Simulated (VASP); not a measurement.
# PbF2 (Immm) in VASP: notebook

Runs on PbF2. Level: LDA. Tasks: single point.

All numbers are computed with VASP 6.6.1; they aren't measurements. Logs are shortened: lines on timing, memory, paths and dates and some standing lists are left out, and cuts for length are marked.

**1. The cell of the first run**

It takes space group Immm (No. 71, orthorhombic). The conventional cell has a = 4.137 Å, b = 4.263 Å, c = 5.940 Å, α = 90.00°, β = 90.00°, γ = 90.00°. Pb (site symmetry mmm) has 8 F at 2.55 to 2.60 Å within 3.4 Å. Within 3.4 Å of F (site symmetry mm2) lie 4 Pb at 2.55 to 2.60 Å and 6 F at 2.97 Å.

**2. Single point, LDA (strain -0.0300 x Voigt [0, 0, 0, 1, 0, 0])**

INCAR

```
SYSTEM = PbF2
  PREC = Accurate
  ENCUT = 520
  EDIFF = 1E-6
  ISMEAR = 0
  SIGMA = 0.05
  LREAL = .FALSE.
  LASPH = .TRUE.
  NELM = 60
  ALGO = Normal
  ISIF = 2
  LWAVE = .FALSE.
  LCHARG = .FALSE.
  GGA = CA
  NBANDS = 21
```

KPOINTS

```
regular mesh
0
G
  8 8 8
  0 0 0
```

POSCAR

```
PbF2
1.0
    0.0000000000      2.9253022500      2.9253022500
    2.9698500000     -0.0445477500      2.9698500000
    2.9698500000      2.9698500000     -0.0445477500
Pb F
1 2
Direct
    0.0000000000      0.0000000000      0.0000000000
    0.2500000000      0.2500000000      0.2500000000
    0.7500000000      0.7500000000      0.7500000000
```

Potentials or basis: VASP PAW LDA potentials, release 64 (Pb_d, F).

The run is started by

```
cat potpaw_LDA.64/Pb_d/POTCAR potpaw_LDA.64/F/POTCAR > POTCAR
mpirun -np 1 vasp_std > vasp.out
```

OUTCAR:

```text
SYSTEM = PbF2
   PREC = Accurate
   ENCUT = 520
   EDIFF = 1E-6
   ISMEAR = 0
   LREAL = .FALSE.
   LASPH = .TRUE.
   NELM = 60
   ISIF = 2
   GGA = CA

 ion  position               nearest neighbor table
   1  0.000  0.000  0.000-   3 2.55   2 2.55   3 2.55   2 2.55   3 2.60   2 2.60   2 2.60   3 2.60

   2  0.250  0.250  0.250-   1 2.55   1 2.55   1 2.60   1 2.60
   3  0.750  0.750  0.750-   1 2.55   1 2.55   1 2.60   1 2.60

  LATTYP: Found a body centered orthorhombic cell.
 ALAT       =     4.1370021160
 B/A-ratio  =     1.0304568528
 C/A-ratio  =     1.4357498095

  Lattice vectors:

 A1 = (  -2.9698500000,   0.0445477500,  -2.9698500000)
 A2 = (  -2.9698500000,  -0.0445477500,   2.9698500000)
 A3 = (   2.9698500000,   2.9698500000,  -0.0445477500)

Analysis of symmetry for initial positions (statically):
=====================================================================
 Subroutine PRICEL returns:
 Original cell was already a primitive cell.

 Routine SETGRP: Setting up the symmetry group for a
 body centered orthorhombic supercell.

 Subroutine GETGRP returns: Found  8 space group operations
 (whereof  8 operations were pure point group operations)
 out of a pool of  8 trial point group operations.

The static configuration has the point symmetry D_2h.

Analysis of symmetry for dynamics (positions and initial velocities):
=====================================================================
 Subroutine PRICEL returns:
 Original cell was already a primitive cell.

 Routine SETGRP: Setting up the symmetry group for a
 body centered orthorhombic supercell.

 Subroutine GETGRP returns: Found  8 space group operations
 (whereof  8 operations were pure point group operations)
 out of a pool of  8 trial point group operations.

The dynamic configuration has the point symmetry D_2h.

 Subroutine INISYM returns: Found  8 space group operations
 (whereof  8 operations are pure point group operations),
 and found     1 'primitive' translations

----------------------------------------------------------------------------------------

                                     Primitive cell

  volume of cell :      52.3764

  direct lattice vectors                    reciprocal lattice vectors
     0.000000000  2.925302250  2.925302250    -0.168358671  0.170922509  0.170922509
[... 78 lines left out ...]
 SYSTEM =  PbF2
   PREC   = accura    normal or accurate (medium, high low for compatibility)
   ISTART =      0    job   : 0-new  1-cont  2-samecut
   ICHARG =      2    charge: 1-file 2-atom 10-const
   ISPIN  =      1    spin polarized calculation?
   LNONCOLLINEAR =      F non collinear calculations
   LSORBIT =      F    spin-orbit coupling
   LASPH  =      T    aspherical Exc in radial PAW
   ENCUT  =  520.0 eV  38.22 Ry    6.18 a.u.   7.69  7.81  7.81*2*pi/ulx,y,z
   NELM   =     60;   NELMIN=  2; NELMDL= -5     # of ELM steps
   EDIFF  = 0.1E-05   stopping-criterion for ELM
   LREAL  =      F    real-space projection
   EDIFFG = 0.1E-04   stopping-criterion for IOM
   NSW    =      0    number of steps for IOM
   IBRION =     -1    ionic relax: 0-MD 1-quasi-New 2-CG
   NFREE  =      0    steps in history (QN), initial steepest desc. (CG)
   ISIF   =      2    stress and relaxation
   ISYM   =      2    0-nonsym 1-usesym 2-fastsym
   POTIM  = 0.5000    time-step for ionic-motion
   TEBEG  =    0.0;   TEEND  =   0.0 temperature during run
   PSTRESS=    0.0 pullay stress
   NELECT =      28.0000    total number of electrons
   NUPDOWN=      -1.0000    fix difference up-down
   EMIN   =  10.00;   EMAX   =-10.00  energy-range for DOS
   EFERMI =   0.00;   METHOD = LEGACY
   ISMEAR =     0;   SIGMA  =   0.05  broadening in eV -4-tet -1-fermi 0-gaus
   EFERMI_NEDOS =   21; number of points for ismear=-14 and -15
   IALGO  =     38    algorithm
   IMIX   =      4    mixing-type and parameters
     AMIX     =   0.40;   BMIX     =  1.00
     AMIX_MAG =   1.60;   BMIX_MAG =  1.00
  volume/ion in A,a.u.               =      17.46       117.82
  Fermi-wavevector in a.u.,A,eV,Ry     =   1.328665  2.510813 24.019063  1.765351
  Thomas-Fermi vector in A             =   2.457886
   LORBIT       =      0    0 simple, 1 ext, 2 COOP (PROOUT), +10 PAW based schemes
   GGA     = CA    functional components
   LHFCALC =     F    Hartree Fock is set to
   AEXX    =    0.0000 exact exchange contribution
   IVDW    =     0    specifies the selected vdW correction
   LEPSILON=     F    determine dielectric tensor
   LRPA    =     F    only Hartree local field effects (RPA)
 non-spin polarized calculation
 Gauss-broadening in eV      SIGMA  =   0.05
  energy-cutoff  :      520.00
  volume of cell :       52.38
 maximum number of plane-waves:      1428
   NGX = 15   NGY = 15   NGZ = 15

 number of electron      28.0000009 magnetization

 Free energy of the ion-electron system (eV)
  ---------------------------------------------------
  ext. energy  EPLUGINS =         0.00000000
  ---------------------------------------------------
  free energy    TOTEN  =       -15.90275974 eV

  energy without entropy =      -15.90275974  energy(sigma->0) =      -15.90275974

 E-fermi :   1.7077     XC(G=0): -10.0346

 val. band max:        1.4409142555   @ k =   0.5000  -0.0000  -0.0000
 cond. band min:       5.6515706742   @ k =   0.5000   0.5000  -0.0000
 fundamental gap:      4.2106564188
 Fermi energy:         1.7077236145

 k-point     1 :       0.0000    0.0000    0.0000
  band No.  band energies     occupation
      1     -19.2294      2.00000
      2     -18.5686      2.00000
      3     -12.9009      2.00000
      4     -12.8986      2.00000
      5     -12.8958      2.00000
      6     -12.8283      2.00000
[... 565 lines left out ...]
     20      16.6813      0.00000
     21      17.9271      0.00000

 [... further k-points ...]
[... 5 lines left out ...]
  --------------------------------------------------------------------------------------
  -------------------------------------------------------------------------------------
  Total       -1.5870587     -1.5872539     -1.5872539      0.0000000      0.2764185     -0.0000000
  in kB      -48.5476001    -48.5535691    -48.5535691      0.0000000      8.4555490     -0.0000000
  external PRESSURE =     -48.5515794 kB  Pullay stress =       0.0000000 kB

 VOLUME and BASIS-vectors are now :
 -----------------------------------------------------------------------------
  energy-cutoff  :      520.00
  volume of cell :       52.38
      direct lattice vectors                 reciprocal lattice vectors
     0.000000000  2.925302250  2.925302250    -0.168358671  0.170922509  0.170922509
     2.969850000 -0.044547750  2.969850000     0.168358671 -0.165870612  0.165870612
     2.969850000  2.969850000 -0.044547750     0.168358671  0.165870612 -0.165870612

 POSITION                                       TOTAL-FORCE (eV/Angst)
 -----------------------------------------------------------------------------------
      0.00000      0.00000      0.00000        -0.000000      0.000000     -0.000000
      1.48493      1.46265      1.46265         0.056966      0.000000      0.000000
      4.45477      4.38795      4.38795        -0.056966     -0.000000     -0.000000
 -----------------------------------------------------------------------------------
    total drift:                                0.000000     -0.000000      0.000000

  FREE ENERGIE OF THE ION-ELECTRON SYSTEM (eV)
  ---------------------------------------------------
  free  energy   TOTEN  =       -15.9027597417 eV

  energy  without entropy=      -15.9027597417  energy(sigma->0) =      -15.90275974
```

Run time: 78 s. Hardware: 1 thread of Intel Xeon 8259CL, shared host; peak memory 0.22 GiB.

What came out:

* Free energy: -15.9028 eV
* Pressure: -4.9 GPa
* Largest force: 0.057 eV/Å
* Band gap on the k mesh: 4.21 eV (least direct gap 4.37 eV)

Forces in eV/Å, atoms in the order of the input:
```
Pb   0.000  0.000  0.000
F    0.057  0.000  0.000
F   -0.057  0.000  0.000
```

Caveat: the cell differs from its parent crystal (strain -0.0300 x Voigt [0, 0, 0, 1, 0, 0]); the cell stands under tension; spin-orbit coupling is left out, which moves the levels of the heavy elements. A k mesh can miss the band edges.

**3. Single point, LDA (strain +0.0150 x Voigt [0, 0, 0, 1, 0, 0])**

INCAR

```
SYSTEM = PbF2
PREC = Accurate ; ENCUT = 520
EDIFF = 1E-6 ; ISMEAR = 0
SIGMA = 0.05 ; LREAL = .False.
LASPH = .True. ; NELM = 60
ALGO = Normal ; ISIF = 2
LWAVE = .False. ; LCHARG = .True.
GGA = CA ; LELF = .True.
LVHAR = .True. ; NBANDS = 21
```

KPOINTS

```
Automatic mesh
0
Gamma
  8 8 8
  0 0 0
```

POSCAR

```
PbF2
1.0
    0.0000000000      2.9921238750      2.9921238750
    2.9698500000      0.0222738750      2.9698500000
    2.9698500000      2.9698500000      0.0222738750
Pb F
1 2
Direct
    0.0000000000      0.0000000000      0.0000000000
    0.2500000000      0.2500000000      0.2500000000
    0.7500000000      0.7500000000      0.7500000000
```

Potentials or basis: VASP PAW LDA potentials, release 64 (Pb_d, F).

The run is started by

```
cat potpaw_LDA.64/Pb_d/POTCAR potpaw_LDA.64/F/POTCAR > POTCAR
mpirun -np 1 vasp_std > vasp.out
```

OUTCAR:

```text
SYSTEM = PbF2
   PREC = Accurate
   ENCUT = 520
   EDIFF = 1E-6
   ISMEAR = 0
   LREAL = .False.
   LASPH = .True.
   NELM = 60
   ISIF = 2
   GGA = CA

 ion  position               nearest neighbor table
   1  0.000  0.000  0.000-   3 2.56   3 2.56   2 2.56   2 2.56   3 2.58   2 2.58   3 2.58   2 2.58

   2  0.250  0.250  0.250-   1 2.56   1 2.56   1 2.58   1 2.58
   3  0.750  0.750  0.750-   1 2.56   1 2.56   1 2.58   1 2.58

  LATTYP: Found a body centered orthorhombic cell.
 ALAT       =     4.1685021321
 B/A-ratio  =     1.0151133501
 C/A-ratio  =     1.4249003147

  Lattice vectors:

 A1 = (  -2.9698500000,   2.9698500000,   0.0222738750)
 A2 = (  -2.9698500000,  -2.9698500000,  -0.0222738750)
 A3 = (   2.9698500000,   0.0222738750,   2.9698500000)

Analysis of symmetry for initial positions (statically):
=====================================================================
 Subroutine PRICEL returns:
 Original cell was already a primitive cell.

 Routine SETGRP: Setting up the symmetry group for a
 body centered orthorhombic supercell.
[... 160 lines left out ...]

 Free energy of the ion-electron system (eV)
  ---------------------------------------------------
  ext. energy  EPLUGINS =         0.00000000
  ---------------------------------------------------
  free energy    TOTEN  =       -15.90559955 eV

  energy without entropy =      -15.90559955  energy(sigma->0) =      -15.90559955

 E-fermi :   1.7053     XC(G=0): -10.0341

 val. band max:        1.4299581858   @ k =   0.5000  -0.2500   0.2500
 cond. band min:       5.6501270685   @ k =   0.5000   0.5000   0.0000
 fundamental gap:      4.2201688827
 Fermi energy:         1.7052821331

 k-point     1 :       0.0000    0.0000    0.0000
  band No.  band energies     occupation
      1     -19.2284      2.00000
      2     -18.5677      2.00000
      3     -12.9020      2.00000
      4     -12.9008      2.00000
      5     -12.8994      2.00000
      6     -12.8307      2.00000
[... 565 lines left out ...]
     20      16.5745      0.00000
     21      17.8061      0.00000

 [... further k-points ...]
[... 5 lines left out ...]
  --------------------------------------------------------------------------------------
  -------------------------------------------------------------------------------------
  Total       -1.6071277     -1.6074324     -1.6074324     -0.0000000     -0.1380009     -0.0000000
  in kB      -49.1532060    -49.1625268    -49.1625268     -0.0000000     -4.2206909     -0.0000000
  external PRESSURE =     -49.1594199 kB  Pullay stress =       0.0000000 kB

 VOLUME and BASIS-vectors are now :
 -----------------------------------------------------------------------------
  energy-cutoff  :      520.00
  volume of cell :       52.39
      direct lattice vectors                 reciprocal lattice vectors
     0.000000000  2.992123875  2.992123875    -0.168358671  0.167105381  0.167105381
     2.969850000  0.022273875  2.969850000     0.168358671 -0.169630903  0.169630903
     2.969850000  2.969850000  0.022273875     0.168358671  0.169630903 -0.169630903

 POSITION                                       TOTAL-FORCE (eV/Angst)
 -----------------------------------------------------------------------------------
      0.00000      0.00000      0.00000         0.000000     -0.000000     -0.000000
      1.48493      1.49606      1.49606        -0.028325     -0.000000     -0.000000
      4.45477      4.48819      4.48819         0.028325      0.000000      0.000000
 -----------------------------------------------------------------------------------
    total drift:                                0.000000     -0.000000      0.000000

  FREE ENERGIE OF THE ION-ELECTRON SYSTEM (eV)
  ---------------------------------------------------
  free  energy   TOTEN  =       -15.9055995546 eV

  energy  without entropy=      -15.9055995546  energy(sigma->0) =      -15.90559955
```

Wall time 1.9 min (1 thread of Intel Xeon 8259CL, shared host); peak memory 0.22 GiB.

What came out:

- Free energy: -15.9056 eV
- Pressure: -4.9 GPa
- Largest force: 0.028 eV/Å
- Band gap on the k mesh: 4.22 eV (least direct gap 4.38 eV)

Forces on the atoms (eV/Å):
```
Pb   0.000  0.000  0.000
F   -0.028  0.000  0.000
F    0.028  0.000  0.000
```

Stress tensor (GPa, compression positive):
```
-4.92  0.00  0.00
 0.00 -4.92 -0.42
 0.00 -0.42 -4.92
```

Caveat: the cell differs from its parent crystal (strain +0.0150 x Voigt [0, 0, 0, 1, 0, 0]); the cell stands under tension; spin-orbit coupling is left out, which moves the levels of the heavy elements.

**4. Single point, LDA (strain +0.0525 x Voigt [0, 0, 0, 1, 0, 0])**

INCAR

```
SYSTEM = PbF2
PREC = Accurate ; ENCUT = 520
EDIFF = 1E-6 ; ISMEAR = 0
SIGMA = 0.05 ; LREAL = .False.
LASPH = .True. ; NELM = 100
ALGO = Normal ; ISIF = 2
LWAVE = .False. ; LCHARG = .False.
GGA = CA ; NBANDS = 21
```

KPOINTS is that of step 3.

POSCAR

```
PbF2
1.0
    0.0000000000      3.0478085625      3.0478085625
    2.9698500000      0.0779585625      2.9698500000
    2.9698500000      2.9698500000      0.0779585625
Pb F
1 2
Direct
    0.0000000000      0.0000000000      0.0000000000
    0.2500000000      0.2500000000      0.2500000000
    0.7500000000      0.7500000000      0.7500000000
```

The run is started by

```
cat potpaw_LDA.64/Pb_d/POTCAR potpaw_LDA.64/F/POTCAR > POTCAR
mpirun -np 1 vasp_std > vasp.out
```

Run time: 1.7 min. Hardware: 1 thread of Intel Xeon 8259CL, shared host; peak memory 0.22 GiB.

The run converged. Its results:

```yaml
Free_energy: -15.8948 eV
Pressure: -4.7 GPa
Largest_force: 0.101 eV/Å
Band_gap_on_the_k_mesh: 4.18 eV (least direct gap 4.36 eV)
```

Forces in eV/Å, atoms in the order of the input:
```
Pb   0.000  0.000  0.000
F   -0.101  0.000  0.000
F    0.101  0.000  0.000
```

Stress tensor (GPa, compression positive):
```
-4.68  0.00  0.00
 0.00 -4.68 -1.49
 0.00 -1.49 -4.68
```

Levels at points of the mesh, in eV from the valence-band top:
```
           k point  band 11  band 12  band 13  band 14  band 15  band 16  band 17  band 18
(0.00, 0.00, 0.00)    -2.46    -2.10    -2.01    -1.91     6.19     6.55     6.90    10.21
(0.50, 0.00, 0.00)    -2.67    -2.17    -2.16    -0.10     4.65     7.33     7.74    12.82
(0.00, 0.50, 0.00)    -2.69    -2.19    -2.18     0.00     4.93     7.17     7.58    12.73
(0.50, 0.50, 0.00)    -1.58    -1.58    -1.57    -0.18     4.18     7.67     7.70     8.52
(0.00, 0.50, 0.50)    -1.60    -1.58    -1.54    -0.18     4.20     7.38     8.00     8.52
```

Caveat: the cell differs from its parent crystal (strain +0.0525 x Voigt [0, 0, 0, 1, 0, 0]); the cell stands under tension; spin-orbit coupling is left out, which moves the levels of the heavy elements. A k mesh can miss the band edges.

**5. Overview**

```csv
cell,gap on the mesh (eV),pressure (GPa),largest force (eV/Å)
"a = 4.137, b = 4.200, c = 4.200 Å, angles 61.0, 60.5, 60.5°, 3 atoms",4.21,-4.9,0.06
"a = 4.232, b = 4.200, c = 4.200 Å, angles 59.5, 59.8, 59.8°, 3 atoms",4.22,-4.9,0.03
"a = 4.310, b = 4.201, c = 4.201 Å, angles 58.3, 59.1, 59.1°, 3 atoms",4.18,-4.7,0.10
```

Alike in all rows: task single point; level LDA; potentials or basis VASP PAW LDA potentials, release 64 (Pb_d, F); no spin polarisation; k mesh 8 × 8 × 8; cutoff (eV) 520; smearing gaussian 0.05 eV.

Caveats: the cell stands under tension; spin-orbit coupling is left out, which moves the levels of the heavy elements.

Total energies depend on the potentials used, so only differences within one code and one set of settings carry meaning.
